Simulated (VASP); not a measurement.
# GaS3 (Pm-3m) in VASP: relaxation of cell and atoms with PBE

Aim: the relaxation of cell and atoms of GaS3 with PBE.

Program: VASP 6.6.1. These are calculated values, not measurements. Logs are shortened: lines on timing, memory, paths and dates and some standing lists are left out, and cuts for length are marked.

## 1. The cell of the first run

Symmetry: Pm-3m, No. 221, cubic system. Conventional cell: a = 4.110 Å, b = 4.110 Å, c = 4.110 Å, α = 90.00°, β = 90.00°, γ = 90.00°. Ga (site symmetry m-3m) has 12 S at 2.91 Å within 3.8 Å. Within 3.8 Å of S (site symmetry 4/mmm) lie 4 Ga at 2.91 Å and 8 S at 2.91 Å.

The cell was built from a structure type or drawn by symmetry, and may not be a known phase.

## 2. Relaxation of cell and atoms, PBE

INCAR reads:

```
SYSTEM = GaS3
PREC = Accurate
ENCUT = 600
EDIFF = 1E-6
ISMEAR = 0
SIGMA = 0.1
LREAL = .FALSE.
LASPH = .TRUE.
NELM = 100
ALGO = Normal
ISIF = 3
LWAVE = .FALSE.
LCHARG = .FALSE.
GGA = PE
IBRION = 2
NSW = 100
EDIFFG = -0.01
```

KPOINTS reads:

```
Automatic mesh
0
G
  12 12 12
  0 0 0
```

POSCAR reads:

```
GaS3
1.0
    4.1101324974      0.0000000000      0.0000000000
    0.0000000000      4.1101324974      0.0000000000
    0.0000000000      0.0000000000      4.1101324974
Ga S
1 3
Direct
    0.0000000000      0.0000000000      0.0000000000
    0.5000000000      0.5000000000      0.0000000000
    0.5000000000      0.0000000000      0.5000000000
    0.0000000000      0.5000000000      0.5000000000
```

Potentials or basis: VASP PAW PBE potentials, release 64 (Ga_d, S).

Launch:

```bash
$ cat potpaw_PBE.64/Ga_d/POTCAR potpaw_PBE.64/S/POTCAR > POTCAR
$ mpirun -np 1 vasp_std > vasp.out
```

OUTCAR:

```text
SYSTEM = GaS3
   PREC = Accurate
   ENCUT = 600
   EDIFF = 1E-6
   ISMEAR = 0
   LREAL = .FALSE.
   LASPH = .TRUE.
   NELM = 100
   ISIF = 3
   GGA = PE
   IBRION = 2
   NSW = 100
   EDIFFG = -0.01

 ion  position               nearest neighbor table
   1  0.000  0.000  0.000-
   2  0.500  0.500  0.000-
   3  0.500  0.000  0.500-
   4  0.000  0.500  0.500-

  LATTYP: Found a simple cubic cell.
 ALAT       =     4.1101324974

  Lattice vectors:

 A1 = (   4.1101324974,   0.0000000000,   0.0000000000)
 A2 = (   0.0000000000,   4.1101324974,   0.0000000000)
 A3 = (   0.0000000000,   0.0000000000,   4.1101324974)

Analysis of symmetry for initial positions (statically):
=====================================================================
 Subroutine PRICEL returns:
 Original cell was already a primitive cell.

 Routine SETGRP: Setting up the symmetry group for a
 simple cubic supercell.

 Subroutine GETGRP returns: Found 48 space group operations
 (whereof 48 operations were pure point group operations)
 out of a pool of 48 trial point group operations.

The static configuration has the point symmetry O_h .

Analysis of symmetry for dynamics (positions and initial velocities):
=====================================================================
 Subroutine PRICEL returns:
 Original cell was already a primitive cell.

 Routine SETGRP: Setting up the symmetry group for a
 simple cubic supercell.

 Subroutine GETGRP returns: Found 48 space group operations
 (whereof 48 operations were pure point group operations)
 out of a pool of 48 trial point group operations.

The dynamic configuration has the point symmetry O_h .

 Subroutine INISYM returns: Found 48 space group operations
 (whereof 48 operations are pure point group operations),
 and found     1 'primitive' translations

[... 155 lines left out ...]
  -------------------------------------------------------------------------------------
  Total       -0.1216155     -0.1216155     -0.1216155     -0.0000000     -0.0000000     -0.0000000
  in kB       -2.8062861     -2.8062861     -2.8062861     -0.0000000     -0.0000000     -0.0000000
  external PRESSURE =      -2.8062861 kB  Pullay stress =       0.0000000 kB

 VOLUME and BASIS-vectors are now :
 -----------------------------------------------------------------------------
  energy-cutoff  :      600.00
  volume of cell :       69.43
      direct lattice vectors                 reciprocal lattice vectors
     4.110132497  0.000000000  0.000000000     0.243301159  0.000000000  0.000000000
     0.000000000  4.110132497  0.000000000     0.000000000  0.243301159  0.000000000
     0.000000000  0.000000000  4.110132497     0.000000000  0.000000000  0.243301159

 POSITION                                       TOTAL-FORCE (eV/Angst)
 -----------------------------------------------------------------------------------
      0.00000      0.00000      0.00000         0.000000      0.000000      0.000000
      2.05507      2.05507      0.00000         0.000000      0.000000      0.000000
      2.05507      0.00000      2.05507         0.000000      0.000000      0.000000
      0.00000      2.05507      2.05507         0.000000      0.000000      0.000000
 -----------------------------------------------------------------------------------
    total drift:                                0.000000      0.000000      0.000000

  FREE ENERGIE OF THE ION-ELECTRON SYSTEM (eV)
  ---------------------------------------------------
  free  energy   TOTEN  =       -12.2181981554 eV

  energy  without entropy=      -12.2009390185  energy(sigma->0) =      -12.20956859

--------------------------------------- Ionic step        2  -------------------------------------------

 number of electron      31.0000005 magnetization

 Free energy of the ion-electron system (eV)
  ---------------------------------------------------
  ext. energy  EPLUGINS =         0.00000000
  ---------------------------------------------------
  free energy    TOTEN  =       -12.21847816 eV

  energy without entropy =      -12.20134132  energy(sigma->0) =      -12.20990974

 E-fermi :   6.3883     XC(G=0): -10.8965

 val. band max:        6.3800289823   @ k =   0.2500   0.2500   0.1667
 cond. band min:       6.3890219315   @ k =   0.4167   0.3333   0.1667
 fundamental gap:      0.0089929492
 Fermi energy:         6.3882926167

 k-point     1 :       0.0000    0.0000    0.0000
  band No.  band energies     occupation
      1      -9.1844      2.00000
      2      -8.2019      2.00000
      3      -8.2019      2.00000
      4      -8.1576      2.00000
      5      -8.1576      2.00000
      6      -8.1576      2.00000
[... 505 lines left out ...]
      6      -7.4063      2.00000
[... 11 lines left out ...]
     18       7.3412      0.00000
     19       9.2680      0.00000

 [... further k-points ...]

------------------------ aborting loop because EDIFF is reached ----------------------------------------

  FORCE on cell =-STRESS in cart. coord.  units (eV):
  Direction    XX          YY          ZZ          XY          YZ          ZX
  --------------------------------------------------------------------------------------
  -------------------------------------------------------------------------------------
  Total       -0.0162714     -0.0162714     -0.0162714      0.0000000      0.0000000     -0.0000000
  in kB       -0.3771207     -0.3771207     -0.3771207      0.0000000      0.0000000     -0.0000000
  external PRESSURE =      -0.3771207 kB  Pullay stress =       0.0000000 kB

 VOLUME and BASIS-vectors are now :
 -----------------------------------------------------------------------------
  energy-cutoff  :      600.00
  volume of cell :       69.13
      direct lattice vectors                 reciprocal lattice vectors
     4.104103906 -0.000000000 -0.000000000     0.243658548  0.000000000 -0.000000000
    -0.000000000  4.104103906 -0.000000000     0.000000000  0.243658548  0.000000000
     0.000000000 -0.000000000  4.104103906     0.000000000  0.000000000  0.243658548

 POSITION                                       TOTAL-FORCE (eV/Angst)
 -----------------------------------------------------------------------------------
      0.00000      0.00000      0.00000         0.000000      0.000000      0.000000
      2.05205      2.05205     -0.00000         0.000000     -0.000000      0.000000
      2.05205     -0.00000      2.05205         0.000000     -0.000000      0.000000
     -0.00000      2.05205      2.05205        -0.000000      0.000000      0.000000
 -----------------------------------------------------------------------------------
    total drift:                               -0.000000      0.000000      0.000000

  FREE ENERGIE OF THE ION-ELECTRON SYSTEM (eV)
  ---------------------------------------------------
  free  energy   TOTEN  =       -12.2184781597 eV

  energy  without entropy=      -12.2013413215  energy(sigma->0) =      -12.20990974

 reached required accuracy - stopping structural energy minimisation
```

CONTCAR:

```text
GaS3
   1.00000000000000
     4.1041039059289686   -0.0000000000000000   -0.0000000000000000
    -0.0000000000000001    4.1041039059289686   -0.0000000000000000
     0.0000000000000000   -0.0000000000000000    4.1041039059289686
  Ga              S
     1     3
Direct
     0.0000000000000000    0.0000000000000000    0.0000000000000000
     0.5000000000000000    0.5000000000000000    0.0000000000000000
     0.5000000000000000    0.0000000000000000    0.5000000000000000
     0.0000000000000000    0.5000000000000000    0.5000000000000000

  0.00000000E+00  0.00000000E+00  0.00000000E+00
  0.00000000E+00  0.00000000E+00  0.00000000E+00
  0.00000000E+00  0.00000000E+00  0.00000000E+00
  0.00000000E+00  0.00000000E+00  0.00000000E+00
```

It took 59 s on 1 thread of Intel Xeon 6975P-C (Granite Rapids), shared host; peak memory 0.29 GiB.

Results:

* Free energy: -12.2185 eV
* Relaxed volume: 17.28 Å³/atom
* Relaxed cell: a = 4.104 Å, b = 4.104 Å, c = 4.104 Å, α = 90.00°, β = 90.00°, γ = 90.00°
* Space group after relaxing (to 0.1 Å): Pm-3m (No. 221)
* Energy gained by relaxing: 0.1 meV/atom
* Ionic steps: 2
* Pressure after relaxing: 0.0 GPa
* Band gap on the k mesh: zero (an odd number of electrons rules out a gap without spin polarisation)

The path:
```
step  energy change (eV)  largest force (eV/Å)  pressure (GPa)  volume (Å³)
   1              0.0000                0.0000           -0.28        69.43
   2             -0.0003                0.0000           -0.04        69.13
```

Final structure:
```
Ga S
1.0
     4.10410    0.00000    0.00000
     0.00000    4.10410    0.00000
     0.00000    0.00000    4.10410
Ga S
1 3
Direct
  0.00000 0.00000 0.00000
  0.50000 0.50000 0.00000
  0.50000 0.00000 0.50000
  0.00000 0.50000 0.50000
```
